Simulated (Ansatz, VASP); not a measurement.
## NbCd3: VASP beside Ansatz

```
CELL_PARAMETERS angstrom
4.27047 0.00000 0.00000
0.00000 4.27047 0.00000
0.00000 0.00000 4.27047
ATOMIC_POSITIONS crystal
Cd 0.50000 0.50000 0.00000
Cd 0.50000 0.00000 0.50000
Cd 0.00000 0.50000 0.50000
Nb 0.00000 0.00000 0.00000
```

Alike in both runs: task single point; functional PBE; k mesh 6 × 6 × 6; occupations fermi-dirac, width 0.05 eV; no spin polarisation.

```csv
,VASP,Ansatz
version,VASP 6.6.1,Ansatz 0.2.0
potentials or method,"VASP PAW PBE potentials, release 64 (Cd, Nb_sv)",Ansatz PAW
plane-wave cutoff (eV),520,420
valence electrons in the cell,49,73
```

|  | VASP | Ansatz | Ansatz less VASP |
| --- | --- | --- | --- |
| gap on the k mesh at the Fermi level (eV) | none | none | - |
| pressure (GPa) | 3.1 | 2.6 | -0.43 |

A gap of «none» marks a metal or a gap that the smearing closes. VASP's potentials hold 49 valence electrons a cell and Ansatz's 73, so a difference there can come from the potentials and not from the codes.
